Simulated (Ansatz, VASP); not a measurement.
**TiSe2: VASP beside Ansatz**

```
Ti Se
1.0
     3.55657    0.00000    0.00000
    -1.77828    3.08008    0.00000
     0.00000    0.00000    6.34763
Ti Se
1 2
Direct
  0.00000 0.00000 0.00000
  0.33333 0.66667 0.23993
  0.66667 0.33333 0.76007
```

Alike in both runs: task single point; functional PBE; k mesh 6 × 6 × 4; occupations gaussian, width 0.1 eV; no spin polarisation.

|  | VASP | Ansatz |
| --- | --- | --- |
| version | VASP 6.6.1 | Ansatz 0.2.0 |
| potentials or method | VASP PAW PBE potentials, release 64 (Ti_sv, Se), cutoff 500 eV | scalar-relativistic, plane waves, PAW |
| valence electrons in the cell | 24 | 44 |

Ansatz gave:

* gap on the k mesh at the Fermi level (eV): none
* pressure (GPa): 0.6
* traceless stress, the component that is largest in VASP (GPa): 1.32
* rms of the force components (eV/Å): 0.095

Task: What did VASP give for the same quantities?

Result: gap on the k mesh at the Fermi level (eV): none; pressure (GPa): 0.7; traceless stress, the component that is largest in VASP (GPa): 1.33; rms of the force components (eV/Å): 0.103.

Atom by atom the forces differ by 0.008 eV/Å (rms over components). A gap of «none» marks a metal or a gap that the smearing closes. VASP's potentials hold 24 valence electrons a cell and Ansatz's 44, so a difference there can come from the potentials and not from the codes. Ansatz's warnings: structure snapped to symmetry.
